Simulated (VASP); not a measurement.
Input of a VASP 6.6.1 run:

File INCAR:

```
SYSTEM = Ti
  PREC = Accurate
  ENCUT = 520
  EDIFF = 1E-6
  ISMEAR = -1
  SIGMA = 0.05
  LREAL = .False.
  LASPH = .True.
  NELM = 100
  ALGO = Normal
  ISIF = 2
  LWAVE = .False.
  LCHARG = .False.
  GGA = PE
  NBANDS = 12
```

The input KPOINTS:

```
Automatic mesh
0
Gamma
  14 14 14
  0 0 0
```

Contents of POSCAR:

```
Ti
1.0
    2.5480598943      0.0000000000      0.0000000000
    0.0000000000      2.5480598943      0.0000000000
    0.0000000000      0.0000000000      2.5480598943
Ti
1
Direct
    0.0000000000      0.0000000000      0.0000000000
```

Potentials or basis: VASP PAW PBE potentials, release 64 (Ti_sv).

Launch:

```bash
$ cat potpaw_PBE.64/Ti_sv/POTCAR > POTCAR
$ mpirun -np 1 vasp_std > vasp.out
```

Problem. Predict the band gap on the k mesh.

Solution. Zero (band 6 reaches 9.43 eV, above the bottom of band 7 at 7.15 eV).

Problem. Estimate the pressure.

Solution. 9.8 GPa.
